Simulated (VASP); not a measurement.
# TePb (I4/mmm) in VASP: further runs

TePb is run at these levels: PBE; tasks: single point.

Everything below comes from runs of VASP 6.6.1. Logs are shortened: lines on timing, memory, paths and dates and some standing lists are left out, and cuts for length are marked.

### 1 The cell of the first run

It takes space group I4/mmm (No. 139, tetragonal). Conventional cell: a = 4.678 Å, b = 4.678 Å, c = 6.454 Å, α = 90.00°, β = 90.00°, γ = 90.00°. Within 4.2 Å of Te (site symmetry 4/mmm) lie 6 Pb at 3.23 to 3.31 Å. Within 4.2 Å of Pb (site symmetry 4/mmm) lie 6 Te at 3.23 to 3.31 Å.

### 2 Single point, PBE (strain +0.025 along x and y, +0.000 along z)

File INCAR:

```
ALGO = Normal
EDIFF = 1E-6
ENCUT = 500
GGA = PE
GGA_COMPAT = False
ISIF = 2
ISMEAR = 0
LASPH = True
LCHARG = False
LREAL = False
LWAVE = False
NBANDS = 17
NELM = 120
PREC = Accurate
SIGMA = 0.05
```

File KPOINTS:

```
k-points
0
Gamma
  8 8 8
```

File POSCAR:

```
TePb
1.0
    0.0000000000      3.3076750000      3.2270000000
    3.3076750000      0.0000000000      3.2270000000
    3.3076750000      3.3076750000      0.0000000000
Te Pb
1 1
Direct
    0.5000000000      0.5000000000      0.5000000000
    0.0000000000      0.0000000000      0.0000000000
```

Potentials or basis: VASP PAW PBE potentials, release 64 (Te, Pb_d).

Started as:

```
$ cat potpaw_PBE.64/Te/POTCAR potpaw_PBE.64/Pb_d/POTCAR > POTCAR
$ mpirun -np 1 vasp_std > vasp.out
```

OUTCAR:

```text
EDIFF = 1E-6
   ENCUT = 500
   GGA = PE
   ISIF = 2
   ISMEAR = 0
   LASPH = True
   LREAL = False
   NELM = 120
   PREC = Accurate

 ion  position               nearest neighbor table
   1  0.500  0.500  0.500-   2 3.23   2 3.23   2 3.31   2 3.31   2 3.31   2 3.31
   2  0.000  0.000  0.000-   1 3.23   1 3.23   1 3.31   1 3.31   1 3.31   1 3.31

  LATTYP: Found a body centered tetragonal cell.
 ALAT       =     4.6777588449
 C/A-ratio  =     1.3797205487

  Lattice vectors:

 A1 = (   0.0000000000,  -3.3076750000,  -3.2270000000)
 A2 = (   0.0000000000,   3.3076750000,  -3.2270000000)
 A3 = (   3.3076750000,   0.0000000000,   3.2270000000)

Analysis of symmetry for initial positions (statically):
=====================================================================
 Subroutine PRICEL returns:
 Original cell was already a primitive cell.

 Routine SETGRP: Setting up the symmetry group for a
 body centered tetragonal supercell.

 Subroutine GETGRP returns: Found 16 space group operations
 (whereof 16 operations were pure point group operations)
 out of a pool of 16 trial point group operations.

The static configuration has the point symmetry D_4h.

Analysis of symmetry for dynamics (positions and initial velocities):
=====================================================================
 Subroutine PRICEL returns:
 Original cell was already a primitive cell.

 Routine SETGRP: Setting up the symmetry group for a
 body centered tetragonal supercell.

 Subroutine GETGRP returns: Found 16 space group operations
 (whereof 16 operations were pure point group operations)
 out of a pool of 16 trial point group operations.

The dynamic configuration has the point symmetry D_4h.

 Subroutine INISYM returns: Found 16 space group operations
 (whereof 16 operations are pure point group operations),
 and found     1 'primitive' translations

----------------------------------------------------------------------------------------

                                     Primitive cell

  volume of cell :      70.6114

  direct lattice vectors                    reciprocal lattice vectors
     0.000000000  3.307675000  3.227000000    -0.151163582  0.151163582  0.154942671
     3.307675000  0.000000000  3.227000000     0.151163582 -0.151163582  0.154942671
     3.307675000  3.307675000  0.000000000     0.151163582  0.151163582 -0.154942671

  length of vectors
     4.621065127  4.621065127  4.677758845     0.264022893  0.264022893  0.264022893

  position of ions in fractional coordinates (direct lattice)
     0.500000000  0.500000000  0.500000000
     0.000000000  0.000000000  0.000000000

  ion indices of the primitive-cell ions
   primitive index   ion index
                 1           1
                 2           2

----------------------------------------------------------------------------------------

 KPOINTS: k-points

Automatic generation of k-mesh.
 Grid dimensions read from file:
 generate k-points for:    8    8    8

 Generating k-lattice:

  Cartesian coordinates                     Fractional coordinates (reciprocal lattice)
    -0.018895448  0.018895448  0.019367834     0.125000000  0.000000000  0.000000000
     0.018895448 -0.018895448  0.019367834     0.000000000  0.125000000  0.000000000
     0.018895448  0.018895448 -0.019367834    -0.000000000 -0.000000000  0.125000000

  Length of vectors
     0.033002862  0.033002862  0.033002862

  Shift w.r.t. Gamma in fractional coordinates (k-lattice)
     0.000000000  0.000000000  0.000000000

 Subroutine IBZKPT returns following result:
 ===========================================

 Found     59 irreducible k-points:

 Following reciprocal coordinates:
            Coordinates               Weight
  0.000000  0.000000  0.000000      1.000000
  0.125000  0.000000  0.000000      8.000000
  0.250000  0.000000  0.000000      8.000000
  0.375000  0.000000  0.000000      8.000000
  0.500000  0.000000  0.000000      4.000000
  0.125000  0.125000  0.000000      2.000000
[... 16 lines left out ...]
  0.250000  0.000000  0.125000     16.000000
  0.375000  0.000000  0.125000     16.000000
 [... further k-points ...]
   k-points           NKPTS =     59   k-points in BZ     NKDIM =     59   number of bands    NBANDS=     17
   number of dos      NEDOS =    301   number of ions     NIONS =      2
   total plane-waves  NPLWV =  46656
   dimension x,y,z NGX =    36 NGY =   36 NGZ =   36
   dimension x,y,z NGXF=    72 NGYF=   72 NGZF=   72
   ions per type =               1   1
   NGX,Y,Z   is equivalent  to a cutoff of  12.95, 12.95, 12.79 a.u.
   NGXF,Y,Z  is equivalent  to a cutoff of  25.90, 25.90, 25.59 a.u.
 SYSTEM =  unknown system
   PREC   = accura    normal or accurate (medium, high low for compatibility)
   ISTART =      0    job   : 0-new  1-cont  2-samecut
   ICHARG =      2    charge: 1-file 2-atom 10-const
   ISPIN  =      1    spin polarized calculation?
   LNONCOLLINEAR =      F non collinear calculations
   LSORBIT =      F    spin-orbit coupling
   LASPH  =      T    aspherical Exc in radial PAW
   ENCUT  =  500.0 eV  36.75 Ry    6.06 a.u.   8.43  8.43  8.53*2*pi/ulx,y,z
   NELM   =    120;   NELMIN=  2; NELMDL= -5     # of ELM steps
   EDIFF  = 0.1E-05   stopping-criterion for ELM
   LREAL  =      F    real-space projection
   EDIFFG = 0.1E-04   stopping-criterion for IOM
   NSW    =      0    number of steps for IOM
   IBRION =     -1    ionic relax: 0-MD 1-quasi-New 2-CG
   NFREE  =      0    steps in history (QN), initial steepest desc. (CG)
   ISIF   =      2    stress and relaxation
   ISYM   =      2    0-nonsym 1-usesym 2-fastsym
   POTIM  = 0.5000    time-step for ionic-motion
   TEBEG  =    0.0;   TEEND  =   0.0 temperature during run
   PSTRESS=    0.0 pullay stress
   NELECT =      20.0000    total number of electrons
   NUPDOWN=      -1.0000    fix difference up-down
   EMIN   =  10.00;   EMAX   =-10.00  energy-range for DOS
   EFERMI =   0.00;   METHOD = LEGACY
   ISMEAR =     0;   SIGMA  =   0.05  broadening in eV -4-tet -1-fermi 0-gaus
   EFERMI_NEDOS =   21; number of points for ismear=-14 and -15
   IALGO  =     38    algorithm
   IMIX   =      4    mixing-type and parameters
     AMIX     =   0.40;   BMIX     =  1.00
     AMIX_MAG =   1.60;   BMIX_MAG =  1.00
  volume/ion in A,a.u.               =      35.31       238.25
  Fermi-wavevector in a.u.,A,eV,Ry     =   1.075127  2.031696 15.726961  1.155899
  Thomas-Fermi vector in A             =   2.210975
   LORBIT       =      0    0 simple, 1 ext, 2 COOP (PROOUT), +10 PAW based schemes
   GGA     = PE    functional components
   LHFCALC =     F    Hartree Fock is set to
   AEXX    =    0.0000 exact exchange contribution
   IVDW    =     0    specifies the selected vdW correction
   LEPSILON=     F    determine dielectric tensor
   LRPA    =     F    only Hartree local field effects (RPA)
 non-spin polarized calculation
 Gauss-broadening in eV      SIGMA  =   0.05
  energy-cutoff  :      500.00
  volume of cell :       70.61
 maximum number of plane-waves:      1819
 NGX is ok and might be reduce to    36
   NGX = 17   NGY = 17   NGZ = 17

 number of electron      19.9999999 magnetization

 Free energy of the ion-electron system (eV)
  ---------------------------------------------------
  ext. energy  EPLUGINS =         0.00000000
  ---------------------------------------------------
  free energy    TOTEN  =        -7.51364787 eV

  energy without entropy =       -7.51364787  energy(sigma->0) =       -7.51364787

 E-fermi :   5.3286     XC(G=0):  -9.0951

 val. band max:        5.0596207947   @ k =   0.5000   0.0000   0.0000
 cond. band min:       5.8568189944   @ k =   0.5000   0.0000   0.0000
 fundamental gap:      0.7971981997
 Fermi energy:         5.3286087092

 k-point     1 :       0.0000    0.0000    0.0000
  band No.  band energies     occupation
      1     -11.6117      2.00000
      2     -11.6055      2.00000
      3     -11.6009      2.00000
      4     -11.5972      2.00000
      5     -11.5972      2.00000
      6      -6.6054      2.00000
[... 9 lines left out ...]
     16      11.0465      0.00000
     17      12.3507      0.00000

 k-point     2 :       0.1250    0.0000    0.0000
  band No.  band energies     occupation
      1     -11.6128      2.00000
      2     -11.6050      2.00000
      3     -11.6020      2.00000
      4     -11.5961      2.00000
      5     -11.5954      2.00000
      6      -6.4801      2.00000
[... 9 lines left out ...]
     16      11.2699      0.00000
     17      13.2538      0.00000

 k-point     3 :       0.2500    0.0000    0.0000
  band No.  band energies     occupation
      1     -11.6161      2.00000
      2     -11.6084      2.00000
      3     -11.6013      2.00000
      4     -11.5925      2.00000
      5     -11.5903      2.00000
      6      -6.1210      2.00000
[... 9 lines left out ...]
     16      12.0133      0.00000
     17      14.9944      0.00000

 k-point     4 :       0.3750    0.0000    0.0000
  band No.  band energies     occupation
      1     -11.6198      2.00000
      2     -11.6131      2.00000
      3     -11.6000      2.00000
      4     -11.5882      2.00000
      5     -11.5848      2.00000
      6      -5.6106      2.00000
[... 9 lines left out ...]
     16      13.2197      0.00000
     17      15.5372      0.00000
[... 343 lines left out ...]
      1     -11.6152      2.00000
      2     -11.6029      2.00000
      3     -11.6010      2.00000
      4     -11.5983      2.00000
      5     -11.5940      2.00000
      6      -6.4436      2.00000
[... 9 lines left out ...]
     16      11.7800      0.00000
     17      12.7556      0.00000

 k-point    23 :       0.2500    0.0000    0.1250
  band No.  band energies     occupation
      1     -11.6200      2.00000
      2     -11.6040      2.00000
      3     -11.5995      2.00000
      4     -11.5970      2.00000
      5     -11.5897      2.00000
      6      -6.1690      2.00000
[... 9 lines left out ...]
     16      12.5301      0.00000
     17      13.7786      0.00000

 k-point    24 :       0.3750    0.0000    0.1250
  band No.  band energies     occupation
      1     -11.6240      2.00000
      2     -11.6085      2.00000
      3     -11.5983      2.00000
      4     -11.5923      2.00000
      5     -11.5849      2.00000
      6      -5.7106      2.00000
[... 9 lines left out ...]
     16      13.6562      0.00000
     17      15.1833      0.00000

 [... further k-points ...]
[... 5 lines left out ...]
  --------------------------------------------------------------------------------------
  -------------------------------------------------------------------------------------
  Total       -0.3069206     -0.3069206      0.8360478      0.0000000      0.0000000      0.0000000
  in kB       -6.9640516     -6.9640516     18.9699875      0.0000000      0.0000000      0.0000000
  external PRESSURE =       1.6806281 kB  Pullay stress =       0.0000000 kB

 VOLUME and BASIS-vectors are now :
 -----------------------------------------------------------------------------
  energy-cutoff  :      500.00
  volume of cell :       70.61
      direct lattice vectors                 reciprocal lattice vectors
     0.000000000  3.307675000  3.227000000    -0.151163582  0.151163582  0.154942671
     3.307675000  0.000000000  3.227000000     0.151163582 -0.151163582  0.154942671
     3.307675000  3.307675000  0.000000000     0.151163582  0.151163582 -0.154942671

 POSITION                                       TOTAL-FORCE (eV/Angst)
 -----------------------------------------------------------------------------------
      3.30768      3.30768      3.22700         0.000000      0.000000     -0.000000
      0.00000      0.00000      0.00000         0.000000      0.000000      0.000000
 -----------------------------------------------------------------------------------
    total drift:                               -0.000000      0.000000      0.000000

  FREE ENERGIE OF THE ION-ELECTRON SYSTEM (eV)
  ---------------------------------------------------
  free  energy   TOTEN  =        -7.5136478702 eV

  energy  without entropy=       -7.5136478702  energy(sigma->0) =       -7.51364787
```

Wall time 46 s (1 thread of Intel Xeon Platinum 8375C at 2.90GHz (Ice Lake), shared host); peak memory 0.24 GiB.

Results:

```
Free energy            : -7.5136 eV
Pressure               : 0.2 GPa
Band gap on the k mesh : 0.80 eV
```

Stress tensor (GPa, compression positive):
```
-0.70  0.00  0.00
 0.00 -0.70  0.00
 0.00  0.00  1.90
```

Levels at points of the mesh, in eV from the valence-band top:
| k point | band 6 | band 7 | band 8 | band 9 | band 10 | band 11 | band 12 | band 13 | band 14 | band 15 |
| --- | --- | --- | --- | --- | --- | --- | --- | --- | --- | --- |
| (0.00, 0.00, 0.00) | -11.66 | -5.72 | -1.35 | -1.11 | -1.11 | 3.83 | 3.83 | 4.38 | 5.84 | 5.84 |
| (0.50, 0.00, 0.00) | -10.35 | -8.37 | -0.79 | -0.74 | 0.00 | 0.80 | 1.32 | 1.43 | 8.32 | 9.06 |
| (0.50, 0.50, 0.00) | -10.04 | -7.34 | -4.19 | -2.59 | -2.59 | 3.43 | 5.23 | 5.23 | 6.68 | 9.97 |
| (0.50, 0.00, 0.50) | -10.19 | -7.18 | -4.14 | -2.67 | -2.41 | 3.50 | 5.04 | 5.63 | 6.32 | 9.89 |

Caveat: the cell differs from its parent crystal (strain +0.025 along x and y, +0.000 along z); spin-orbit coupling is left out, which moves the levels of the heavy elements. A k mesh can miss the band edges.

### 3 Single point, PBE (strain +0.025 along x and y, +0.050 along z)

File INCAR:

```
  ALGO = Normal
  EDIFF = 1E-6
  ENCUT = 500
  GGA = PE
  GGA_COMPAT = False
  ISIF = 2
  ISMEAR = 0
  LASPH = True
  LCHARG = False
  LREAL = False
  LWAVE = False
  NBANDS = 17
  NELM = 120
  PREC = Accurate
  SIGMA = 0.05
```

KPOINTS is that of step 2.

File POSCAR:

```
TePb
1.0
    0.0000000000      3.3076750000      3.3883500000
    3.3076750000      0.0000000000      3.3883500000
    3.3076750000      3.3076750000      0.0000000000
Te Pb
1 1
Direct
    0.5000000000      0.5000000000      0.5000000000
    0.0000000000      0.0000000000      0.0000000000
```

Potentials or basis: VASP PAW PBE potentials, release 64 (Te, Pb_d).

Started as:

```
$ cat potpaw_PBE.64/Te/POTCAR potpaw_PBE.64/Pb_d/POTCAR > POTCAR
$ mpirun -np 1 vasp_std > vasp.out
```

OUTCAR:

```text
EDIFF = 1E-6
   ENCUT = 500
   GGA = PE
   ISIF = 2
   ISMEAR = 0
   LASPH = True
   LREAL = False
   NELM = 120
   PREC = Accurate

 ion  position               nearest neighbor table
   1  0.500  0.500  0.500-   2 3.31   2 3.31   2 3.31   2 3.31   2 3.39   2 3.39
   2  0.000  0.000  0.000-   1 3.31   1 3.31   1 3.31   1 3.31   1 3.39   1 3.39

  LATTYP: Found a body centered tetragonal cell.
 ALAT       =     4.6777588449
 C/A-ratio  =     1.4487065761

  Lattice vectors:

 A1 = (  -3.3076750000,   0.0000000000,   3.3883500000)
 A2 = (   3.3076750000,   0.0000000000,   3.3883500000)
 A3 = (   0.0000000000,   3.3076750000,  -3.3883500000)

Analysis of symmetry for initial positions (statically):
=====================================================================
 Subroutine PRICEL returns:
 Original cell was already a primitive cell.

 Routine SETGRP: Setting up the symmetry group for a
 body centered tetragonal supercell.

 Subroutine GETGRP returns: Found 16 space group operations
 (whereof 16 operations were pure point group operations)
 out of a pool of 16 trial point group operations.

The static configuration has the point symmetry D_4h.
[... 155 lines left out ...]
  ext. energy  EPLUGINS =         0.00000000
  ---------------------------------------------------
  free energy    TOTEN  =        -7.49951327 eV

  energy without entropy =       -7.49951327  energy(sigma->0) =       -7.49951327

 E-fermi :   4.7269     XC(G=0):  -8.8806

 val. band max:        4.4698434887   @ k =   0.5000  -0.0000   0.0000
 cond. band min:       5.3542824115   @ k =   0.5000  -0.0000   0.0000
 fundamental gap:      0.8844389229
 Fermi energy:         4.7269041600

 k-point     1 :       0.0000    0.0000    0.0000
  band No.  band energies     occupation
      1     -12.1426      2.00000
      2     -12.1359      2.00000
      3     -12.1359      2.00000
      4     -12.1291      2.00000
      5     -12.1265      2.00000
      6      -6.8229      2.00000
[... 457 lines left out ...]
      4     -12.1267      2.00000
      5     -12.1164      2.00000
      6      -5.9768      2.00000
[... 9 lines left out ...]
     16      13.1479      0.00000
     17      14.2928      0.00000

 [... further k-points ...]
[... 5 lines left out ...]
  --------------------------------------------------------------------------------------
  -------------------------------------------------------------------------------------
  Total       -0.4398507     -0.4398507     -1.2781406      0.0000000      0.0000000      0.0000000
  in kB       -9.5049971     -9.5049971    -27.6201026      0.0000000      0.0000000      0.0000000
  external PRESSURE =     -15.5433656 kB  Pullay stress =       0.0000000 kB

 VOLUME and BASIS-vectors are now :
 -----------------------------------------------------------------------------
  energy-cutoff  :      500.00
  volume of cell :       74.14
      direct lattice vectors                 reciprocal lattice vectors
     0.000000000  3.307675000  3.388350000    -0.151163582  0.151163582  0.147564449
     3.307675000  0.000000000  3.388350000     0.151163582 -0.151163582  0.147564449
     3.307675000  3.307675000  0.000000000     0.151163582  0.151163582 -0.147564449

 POSITION                                       TOTAL-FORCE (eV/Angst)
 -----------------------------------------------------------------------------------
      3.30768      3.30768      3.38835         0.000000     -0.000000      0.000000
      0.00000      0.00000      0.00000        -0.000000      0.000000     -0.000000
 -----------------------------------------------------------------------------------
    total drift:                               -0.000000      0.000000      0.000000

  FREE ENERGIE OF THE ION-ELECTRON SYSTEM (eV)
  ---------------------------------------------------
  free  energy   TOTEN  =        -7.4995132734 eV

  energy  without entropy=       -7.4995132734  energy(sigma->0) =       -7.49951327
```

OSZICAR:

```text
N       E                     dE             d eps       ncg     rms          rms(c)
DAV:   1     0.150536867233E+03    0.15054E+03   -0.87210E+03  2006   0.108E+03
DAV:   2     0.291066830098E+01   -0.14763E+03   -0.14317E+03  2179   0.284E+02
DAV:   3    -0.738345382000E+01   -0.10294E+02   -0.10215E+02  2596   0.819E+01
DAV:   4    -0.765825457454E+01   -0.27480E+00   -0.27466E+00  2550   0.159E+01
DAV:   5    -0.767013996530E+01   -0.11885E-01   -0.11885E-01  2985   0.289E+00    0.278E+00
DAV:   6    -0.750116890245E+01    0.16897E+00   -0.39247E-01  2853   0.394E+00    0.164E+00
DAV:   7    -0.749706867378E+01    0.41002E-02   -0.98812E-02  2419   0.141E+00    0.881E-01
DAV:   8    -0.749991088766E+01   -0.28422E-02   -0.13003E-02  2383   0.113E+00    0.187E-01
DAV:   9    -0.749943738844E+01    0.47350E-03   -0.24122E-03  2851   0.464E-01    0.603E-02
DAV:  10    -0.749950676093E+01   -0.69372E-04   -0.19502E-04  2384   0.845E-02    0.254E-02
DAV:  11    -0.749951277554E+01   -0.60146E-05   -0.29566E-05  2699   0.401E-02    0.492E-03
DAV:  12    -0.749951327343E+01   -0.49789E-06   -0.25389E-06  2528   0.163E-02
   1 F= -.74995133E+01 E0= -.74995133E+01  d E =-.730940E-15
```

stdout:

```text
POSCAR found type information on POSCAR TePb
 POSCAR found :  2 types and       2 ions
 scaLAPACK will be used
 LDA part: xc-table for (Slater+PW92), standard interpolation
 POSCAR, INCAR and KPOINTS ok, starting setup
 FFT: planning ... GRIDC
 FFT: planning ... GRID_SOFT
 FFT: planning ... GRID
 WAVECAR not read
 entering main loop
```

It took 48 s on 1 thread of Intel Xeon Platinum 8375C at 2.90GHz (Ice Lake), shared host; peak memory 0.24 GiB.

Results:

```yaml
Free_energy: -7.4995 eV
Pressure: -1.6 GPa
Band_gap_on_the_k_mesh: 0.88 eV
```

Caveat: the cell differs from its parent crystal (strain +0.025 along x and y, +0.050 along z); spin-orbit coupling is left out, which moves the levels of the heavy elements.
